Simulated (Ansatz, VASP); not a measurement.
**Two plane-wave programs on CO2**

INCAR

```
SYSTEM = CO2
  ALGO = Normal
  EDIFF = 1E-6
  ENCUT = 520
  GGA = PE
  ISIF = 2
  ISMEAR = 0
  LASPH = .True.
  LCHARG = .False.
  LREAL = .False.
  LWAVE = .False.
  NBANDS = 25
  NELM = 100
  PREC = Accurate
  SIGMA = 0.01
```

File KPOINTS:

```
k-points
0
Gamma
  6 6 6
  0 0 0
```

Contents of POSCAR:

```
CO2
1.0
    4.1925577276      0.0000000000      0.0000000000
    0.0000000000      4.1925577276      0.0000000000
    0.0000000000      0.0000000000      4.6051146708
C O
2 4
Direct
    0.5000000000      0.5000000000      0.5000000000
    0.0000000000      0.0000000000      0.0000000000
    0.3042678626      0.6957321374      0.5000000000
    0.6957321374      0.3042678626      0.5000000000
    0.1957321374      0.1957321374      0.0000000000
    0.8042678626      0.8042678626      0.0000000000
```

Input for Ansatz:

```yaml
crystal:
  lattice:
    - [4.1925577276, 0.0, 0.0]
    - [0.0, 4.1925577276, 0.0]
    - [0.0, 0.0, 4.6051146708]
  atoms:
    - { symbol: C, position: [0.5, 0.5, 0.5] }
    - { symbol: C, position: [0.0, 0.0, 0.0] }
    - { symbol: O, position: [0.3042678626, 0.6957321374, 0.5] }
    - { symbol: O, position: [0.6957321374, 0.3042678626, 0.5] }
    - { symbol: O, position: [0.1957321374, 0.1957321374, 0.0] }
    - { symbol: O, position: [0.8042678626, 0.8042678626, 0.0] }
kpoints:
  mp_grid: { grid: [6, 6, 6] }
  band_path:
    path:
      - [0.0, 0.0, 0.0]
      - [0.0, 0.5, 0.0]
      - [0.5, 0.5, 0.0]
      - [0.0, 0.0, 0.5]
      - [0.0, 0.5, 0.5]
      - [0.5, 0.5, 0.5]
    npoints: 1
hamiltonian:
  xc: pbe
scf:
  occupations: { method: fixed }
  n_extra_bands: 5
output:
  forces: true
  stress: true
  eigenvalues: true
```

Alike in both runs: task single point; functional PBE; k mesh 6 × 6 × 6; no spin polarisation.

|  | VASP | Ansatz |
| --- | --- | --- |
| version | VASP 6.6.1 | Ansatz 0.2.0 |
| potentials or method | VASP PAW PBE potentials, release 64 (C, O) | plane waves, PAW |
| plane-wave cutoff (eV) | 520 | 420 |
| occupations | gaussian, width 0.01 eV | fixed |
| valence electrons in the cell | 32 | 32 |

|  | VASP | Ansatz | Ansatz less VASP |
| --- | --- | --- | --- |
| gap on the k mesh at the Fermi level (eV) | 6.66 | 6.69 | +0.022 |
| pressure (GPa) | 6.6 | 4.9 | -1.73 |
| traceless stress, the component that is largest in VASP (GPa) | -4.39 | -2.33 | +2.057 |
| rms of the force components (eV/Å) | 0.679 | 0.362 | -0.3170 |

Atom by atom the forces differ by 0.317 eV/Å (rms over components).

Noted on VASP's run: the standard files for N, O and F lose accuracy on very short bonds.
